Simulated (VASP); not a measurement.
Input of a VASP 6.6.1 run:

File INCAR:

```
SYSTEM = Tl12H
PREC = Accurate ; ENCUT = 520
EDIFF = 1E-7 ; ISMEAR = -1
SIGMA = 0.15 ; LREAL = .FALSE.
LASPH = .TRUE. ; NELM = 80
ALGO = Normal ; ISIF = 2
LWAVE = .FALSE. ; LCHARG = .TRUE.
GGA = PS ; LELF = .TRUE.
LVHAR = .TRUE. ; NBANDS = 90
```

The input KPOINTS:

```
Automatic mesh
0
G
  3 2 3
  0 0 0
```

The input POSCAR:

```
Tl12H
1.0
    6.9200000000      0.0000000000      0.0000000000
   -5.1900000000      8.9893440000      0.0000000000
    0.0000000000      0.0000000000      5.5325400000
Tl H
12 1
Direct
   -0.0069008999     -0.0014347701      0.0068656882
    0.1702328602      0.2271931303      0.4943818050
   -0.0002001400      0.3339896605     -0.0114823075
    0.1732414268      0.5619446619      0.4968736230
    0.0019304055      0.6665908659     -0.0060136253
    0.1549895988      0.8819799822      0.4958200786
    0.4947587100     -0.0051043104      0.0076289262
    0.6750107836      0.2243050967      0.4948190208
    0.5095944076      0.3391498044      0.0065403929
    0.6640275916      0.5544521211      0.5080615287
    0.4972871544      0.6625132991      0.0047757343
    0.6670032710      0.8894338912      0.5121907360
    0.3354929305      0.1117074671      0.7287716991
```

Potentials or basis: VASP PAW PBE potentials, release 64 (Tl_d, H).

Launch:

```console
$ cat potpaw_PBE.64/Tl_d/POTCAR potpaw_PBE.64/H/POTCAR > POTCAR
$ mpirun -np 1 vasp_std > vasp.out
```

**Question.** What does it give for the pressure?

**Answer.** 0.5 GPa.

**Question.** What does it give for the largest force?

**Answer.** 0.028 eV/Å.

**Question.** Estimate the band gap on the k mesh.

**Answer.** Zero (an odd number of electrons rules out a gap without spin polarisation).

Forces on the atoms (eV/Å):
```
Tl   0.001  0.001  0.008
Tl  -0.005 -0.003  0.006
Tl   0.005  0.005 -0.007
Tl  -0.001 -0.004  0.007
Tl  -0.002 -0.005  0.004
Tl   0.006 -0.002  0.012
Tl   0.007  0.005  0.004
Tl  -0.004  0.002  0.003
Tl  -0.006 -0.003 -0.003
Tl   0.000  0.005 -0.004
Tl   0.001  0.008 -0.006
Tl  -0.005 -0.007  0.005
H    0.002 -0.003 -0.028
```

Caveat: the k points lie up to 0.38 Å⁻¹ apart, too coarse for converged energies and pressures of a metal; the PAW data sets were made with another functional, which shifts forces and pressure a little; spin-orbit coupling is left out, which moves the levels of the heavy elements.
